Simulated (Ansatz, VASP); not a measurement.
# One calculation of InRu3, two programs

The input INCAR:

```
SYSTEM = InRu3
PREC = Accurate
ENCUT = 600
EDIFF = 1E-7
ISMEAR = 0
SIGMA = 0.1
LREAL = .False.
LASPH = .True.
NELM = 80
ALGO = Normal
ISIF = 3
LWAVE = .False.
LCHARG = .False.
GGA = PE
IBRION = 2
NSW = 90
EDIFFG = -0.04
```

File KPOINTS:

```
regular mesh
0
Gamma
  4 4 4
  0 0 0
```

POSCAR

```
InRu3
1.0
    0.0000000000      3.4192982700      3.4192982700
    3.4192982700      0.0000000000      3.4192982700
    3.4192982700      3.4192982700      0.0000000000
In Ru
1 3
Direct
    0.0000000000      0.0000000000      0.0000000000
    0.2500000000      0.2500000000      0.2500000000
    0.7500000000      0.7500000000      0.7500000000
    0.5000000000      0.5000000000      0.5000000000
```

Input for Ansatz:

```yaml
crystal:
  lattice:
    - [0.0, 3.41929827, 3.41929827]
    - [3.41929827, 0.0, 3.41929827]
    - [3.41929827, 3.41929827, 0.0]
  atoms:
    - { symbol: In, position: [0.0, 0.0, 0.0] }
    - { symbol: Ru, position: [0.25, 0.25, 0.25] }
    - { symbol: Ru, position: [0.75, 0.75, 0.75] }
    - { symbol: Ru, position: [0.5, 0.5, 0.5] }
basis:
  ecutwfc: 420
kpoints:
  mp_grid: { grid: [4, 4, 4] }
hamiltonian:
  xc: pbe
scf:
  occupations: { method: gaussian, width: 0.1 }
  lower_state_search: "off"
output:
  forces: true
  stress: true
  eigenvalues: true
relax:
  adjacent_minimum: "off"
  f_tol: 0.04
  max_steps: 70
  cell: { stress_tol: 0.4 }
```

Change from the starting cell: species swapped into the PmCd3 type (Fm-3m, No. 225).

Alike in both runs: task relaxation of cell and atoms; functional PBE; k mesh 4 × 4 × 4; occupations gaussian, width 0.1 eV; no spin polarisation.

|  | VASP | Ansatz |
| --- | --- | --- |
| version | VASP 6.6.1 | Ansatz 0.2.0 |
| potentials or method | VASP PAW PBE potentials, release 64 (In_d, Ru_pv), cutoff 600 eV | scalar-relativistic, plane waves, PAW |
| valence electrons in the cell | 55 | 61 |

```csv
,VASP,Ansatz,Ansatz less VASP
"gap on the k mesh at the Fermi level, each at its own relaxed structure (eV)",none,none,-
relaxed volume (Å³/atom),15.52,15.52,-0.006
relaxed cell length with the largest relative difference (Å),4.445,4.444,-0.0005
```

A gap of «none» marks a metal or a gap that the smearing closes. VASP's potentials hold 55 valence electrons a cell and Ansatz's 61, so a difference there can come from the potentials and not from the codes.

The k mesh is coarse, so the values compare programs but aren't converged. Noted on VASP's run: the volume moved by over 15 % at a fixed basis, so the end points are rough.
